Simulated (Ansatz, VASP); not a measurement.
**Two plane-wave programs on CsH**

```
Cs H
1.0
     0.00000    3.31552    3.31552
     3.31552    0.00000    3.31552
     3.31552    3.31552    0.00000
Cs H
1 1
Direct
  0.00000 0.00000 0.00000
  0.50000 0.50000 0.50000
```

Change from the starting cell: strain +0.040 along x and y, +0.040 along z, atoms carried along.

Alike in both runs: task single point; functional r2SCAN; k mesh 6 × 6 × 6; occupations gaussian, width 0.05 eV; no spin polarisation.

```csv
,VASP,Ansatz
version,VASP 6.6.1,Ansatz 0.2.0
potentials or method,"VASP PAW PBE potentials, release 64 (Cs_sv, H), cutoff 520 eV","scalar-relativistic, plane waves, PAW"
valence electrons in the cell,10,10
```

|  | VASP | Ansatz | Ansatz less VASP |
| --- | --- | --- | --- |
| gap on the k mesh at the Fermi level (eV) | 2.77 | 2.78 | +0.013 |
| least direct gap on the mesh (eV) | 2.77 | 2.78 | +0.013 |
| pressure (GPa) | -0.9 | -0.9 | -0.01 |

VASP's potentials were made for PBE, not for r2SCAN.

Neither program's run includes spin-orbit coupling.
